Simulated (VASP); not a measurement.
Input of a VASP 6.6.1 run:

Contents of INCAR:

```
PREC     = Accurate       # precision mode
ENCUT    = 520            # plane-wave cutoff, eV
EDIFF    = 1E-6           # SCF threshold, eV
ISMEAR   = -1             # smearing method
SIGMA    = 0.02           # smearing width, eV
LREAL    = F              # projectors in reciprocal space
LASPH    = T              # aspherical terms in the spheres
NELM     = 60             # most SCF steps
ALGO     = Normal         # electronic algorithm
ISIF     = 2              # what is computed and relaxed
LWAVE    = F              # write WAVECAR
LCHARG   = F              # write CHGCAR
GGA      = PE             # functional
NBANDS   = 19             # bands
```

KPOINTS

```
regular mesh
0
Gamma
  12 12 4
```

File POSCAR:

```
TiTe2
1.0
    3.7903816133      0.0000000000      0.0000000000
   -1.8951908066      3.2825667672      0.0000000000
    0.0000000000      0.0000000000      6.5558879230
Ti Te
1 2
Direct
    0.0000000000      0.0000000000      0.0000000000
    0.6666666667      0.3333333333      0.2577957674
    0.3333333333      0.6666666667      0.7422042326
```

Potentials or basis: VASP PAW PBE potentials, release 64 (Ti_sv, Te).

Launch:

```sh
$ cat potpaw_PBE.64/Ti_sv/POTCAR potpaw_PBE.64/Te/POTCAR > POTCAR
$ mpirun -np 1 vasp_std > vasp.out
```

(1) What does it give for the band gap on the k mesh?

(2) Predict the pressure.

Answers

(1) zero (bands 12 and 13 overlap by 0.62 eV).

(2) 0.9 GPa.

Caveat: spin-orbit coupling is left out, which moves the levels of the heavy elements; this functional lacks dispersion, which binds layers or chains, so the pressure and a relaxed spacing across them are unreliable.
